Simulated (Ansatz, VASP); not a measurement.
# SiC: VASP beside Ansatz

The input INCAR:

```
ALGO     = Normal         # electronic algorithm
EDIFF    = 1E-7           # SCF threshold, eV
ENCUT    = 520            # plane-wave cutoff, eV
GGA      = PS             # functional
ISIF     = 2              # what is computed and relaxed
ISMEAR   = -1             # smearing method
LASPH    = T              # aspherical terms in the spheres
LCHARG   = F              # write CHGCAR
LREAL    = F              # projectors in reciprocal space
LWAVE    = F              # write WAVECAR
NBANDS   = 16             # bands
NELM     = 60             # most SCF steps
PREC     = Accurate       # precision mode
SIGMA    = 0.08           # smearing width, eV
```

The input KPOINTS:

```
k-points
0
Gamma
  15 15 8
```

The input POSCAR:

```
SiC
1.0
    3.0759982064     -0.0461399731     -0.0461399731
   -1.5779574920      2.6869625754     -0.0168884023
   -0.0757200000     -0.0757200000      5.0480000000
Si C
2 2
Direct
    0.3333333333      0.6666666667      0.0000000000
    0.6666666667      0.3333333333      0.5000000000
    0.3333333333      0.6666666667      0.3850000000
    0.6666666667      0.3333333333      0.8850000000
```

Input for Ansatz:

```yaml
crystal:
  lattice:
    - [3.0759982064, -0.0461399731, -0.0461399731]
    - [-1.577957492, 2.6869625754, -0.0168884023]
    - [-0.07572, -0.07572, 5.048]
  atoms:
    - { symbol: Si, position: [0.3333333333, 0.6666666667, 0.0] }
    - { symbol: Si, position: [0.6666666667, 0.3333333333, 0.5] }
    - { symbol: C, position: [0.3333333333, 0.6666666667, 0.385] }
    - { symbol: C, position: [0.6666666667, 0.3333333333, 0.885] }
kpoints:
  mp_grid: { grid: [15, 15, 8] }
  band_path:
    path:
      - [0.0, 0.0, 0.0]
      - [0.0, 0.0, 0.5]
      - [-0.5, 0.5, 0.0]
      - [0.0, 0.0, 0.0]
      - [0.0, -0.5, 0.0]
      - [-0.5, 0.0, 0.5]
      - [0.0, 0.0, 0.0]
      - [-0.5, 0.0, 0.0]
      - [0.0, -0.5, 0.5]
    npoints: 5
scf:
  occupations: { method: fermi_dirac, width: 0.08 }
hamiltonian:
  xc: pbesol
  pseudopotentials: { kind: all_electron, lapw: { basis_error: 0.001 } }
output:
  forces: true
  stress: true
  eigenvalues: true
```

Change from the starting cell: equal xy, yz and zx shear strains of -3 %.

Alike in both runs: task single point; functional PBEsol; k mesh 15 × 15 × 8; occupations fermi-dirac, width 0.08 eV; no spin polarisation.

```csv
,VASP,Ansatz
version,VASP 6.6.1,Ansatz 0.2.0
potentials or method,"VASP PAW PBE potentials, release 64 (Si, C), cutoff 520 eV","all-electron LAPW, scalar-relativistic"
```

```tsv
	VASP	Ansatz	Ansatz less VASP
pressure (GPa)	0.9	0.5	-0.41
traceless stress, the component that is largest in VASP (GPa)	7.31	7.25	-0.062
rms of the force components (eV/Å)	0.518	0.513	-0.0049
```

VASP's potentials were made for PBE, not for PBEsol. Atom by atom the forces differ by 0.005 eV/Å (rms over components). Ansatz ran all-electron here, and VASP with PAW potentials.
